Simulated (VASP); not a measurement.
Wanted: the native input for a VASP 6.6.1 run.

```
Task                               : single point
Functional                         : HSE06
Potentials or basis                : VASP PAW PBE potentials, release 64 (Cl, Li_sv)
Cutoff                             : 520 eV
k mesh                             : 5 × 5 × 5
Occupations                        : fermi-dirac, width 0.05 eV
Spin                               : no spin polarisation
Dipole correction                  : no
Grid for exact exchange (PRECFOCK) : Normal
Further INCAR settings             : ALGO = Normal; EDIFF = 1e-06; NBANDS = 12
Share of exact exchange            : 0.25
Screening parameter                : 0.2079 1/Å
```

LiCl:

```xyz
2
Lattice="0.0000 2.5648 2.5648 2.5648 0.0000 2.5648 2.5648 2.5648 0.0000" Properties=species:S:1:pos:R:3 pbc="T T T"
Cl    2.5648    2.5648    2.5648
Li    0.0000    0.0000    0.0000
```

One way to write it, as run:

POSCAR

```
LiCl
1.0
    0.0000000000      2.5647700000      2.5647700000
    2.5647700000      0.0000000000      2.5647700000
    2.5647700000      2.5647700000      0.0000000000
Cl Li
1 1
Direct
    0.5000000000      0.5000000000      0.5000000000
    0.0000000000      0.0000000000      0.0000000000
```

INCAR.step1

```
SYSTEM = LiCl
PREC = Accurate
ENCUT = 520
EDIFF = 1E-5
ISMEAR = -1
SIGMA = 0.05
LREAL = .FALSE.
LASPH = .TRUE.
NELM = 60
ALGO = Normal
ISIF = 2
LWAVE = .TRUE.
LCHARG = .FALSE.
NBANDS = 12
GGA = PE
```

INCAR.step2

```
SYSTEM = LiCl
PREC = Accurate
ENCUT = 520
EDIFF = 1E-6
ISMEAR = -1
SIGMA = 0.05
LREAL = .FALSE.
LASPH = .TRUE.
NELM = 60
ALGO = Normal
ISIF = 2
LWAVE = .FALSE.
LCHARG = .FALSE.
GGA = PE
LHFCALC = .TRUE.
HFSCREEN = 0.2079
PRECFOCK = Normal
NBANDS = 12
ISTART = 1
```

KPOINTS

```
regular mesh
0
G
  5 5 5
  0 0 0
```

Potentials or basis: VASP PAW PBE potentials, release 64 (Cl, Li_sv).

Command:

```bash
$ cat potpaw_PBE.64/Cl/POTCAR potpaw_PBE.64/Li_sv/POTCAR > POTCAR
$ cp INCAR.step1 INCAR
$ mpirun -np 1 vasp_std > vasp.out
$ cp INCAR.step2 INCAR
$ mpirun -np 1 vasp_std > vasp.out
```

It gave:

| Quantity | Value |
| --- | --- |
| Band gap on the k mesh | 7.73 eV |

Caveat: the k points lie up to 0.42 Å⁻¹ apart.

Wall time 7.3 min on 1 thread of Intel Xeon 8259CL (shared host), peak memory 0.26 GiB.
